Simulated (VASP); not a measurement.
Wanted: the native input for a VASP 6.6.1 run.

| Item | Value |
| --- | --- |
| Task | single point |
| Functional | PBE |
| Dispersion | D3(BJ) |
| Potentials or basis | VASP PAW PBE potentials, release 64 (Se, Sn_d) |
| Cutoff | 520 eV |
| k mesh | 12 × 12 × 1 |
| Occupations | gaussian, width 0.02 eV |
| Spin | no spin polarisation |
| Dipole correction | yes |
| Further INCAR settings | ALGO = Normal; EDIFF = 1e-07; NBANDS = 64 |

The structure of SnSe2 lies in POSCAR:

```
SnSe2
1.0
    3.8363559790      0.0000000000      0.0000000000
   -1.9181779895      3.3223817358      0.0000000000
    0.0000000000      0.0000000000     68.4658304713
Se Sn
8 4
Direct
    0.6666666667      0.3333333333      0.3451165756
    0.3333333333      0.6666666667      0.3917389073
    0.6666666667      0.3333333333      0.4327718308
    0.3333333333      0.6666666667      0.4793594099
    0.6666666667      0.3333333333      0.5206405901
    0.3333333333      0.6666666667      0.5672281692
    0.6666666667      0.3333333333      0.6082610927
    0.3333333333      0.6666666667      0.6548834244
    0.0000000000      0.0000000000      0.3684201670
    0.0000000000      0.0000000000      0.4560669556
    0.0000000000      0.0000000000      0.5439330444
    0.0000000000      0.0000000000      0.6315798330
```

This cell differs from its parent crystal: a layer taken out of the bulk.

The input as run:

INCAR

```
SYSTEM = SnSe2
PREC = Accurate
ENCUT = 520
EDIFF = 1E-7
ISMEAR = 0
SIGMA = 0.02
LREAL = .False.
LASPH = .True.
NELM = 100
ALGO = Normal
ISIF = 2
LWAVE = .False.
LCHARG = .True.
LDIPOL = .True.
IDIPOL = 3
DIPOL = 0.5 0.5 0.500
GGA = PE
IVDW = 12
LVHAR = .True.
LVACPOTAV = .True.
NBANDS = 64
KPAR = 4
```

KPOINTS

```
Automatic mesh
0
Gamma
  12 12 1
  0 0 0
```

Potentials or basis: VASP PAW PBE potentials, release 64 (Se, Sn_d).

Run with:

```console
$ cat potpaw_PBE.64/Se/POTCAR potpaw_PBE.64/Sn_d/POTCAR > POTCAR
$ mpirun -np 4 vasp_std > vasp.out
```

Results of the run:

```yaml
Largest_force: 0.015 eV/Å
Band_gap_on_the_k_mesh: 0.56 eV (least direct gap 0.87 eV)
Dispersion_energy_per_atom: -0.335 eV
Ionisation_potential_of_the_upper_face: 5.85 eV
```

Caveat: the cell differs from its parent crystal (a layer taken out of the bulk); semilocal functionals underestimate gaps, and a narrow one can read as zero; spin-orbit coupling is left out, which moves the levels of the heavy elements.

Wall time 22 min on 4 MPI ranks on AMD EPYC 7R43 64-Core Processor (Zen 3), on a shared host, peak memory 1.4 GiB a rank.
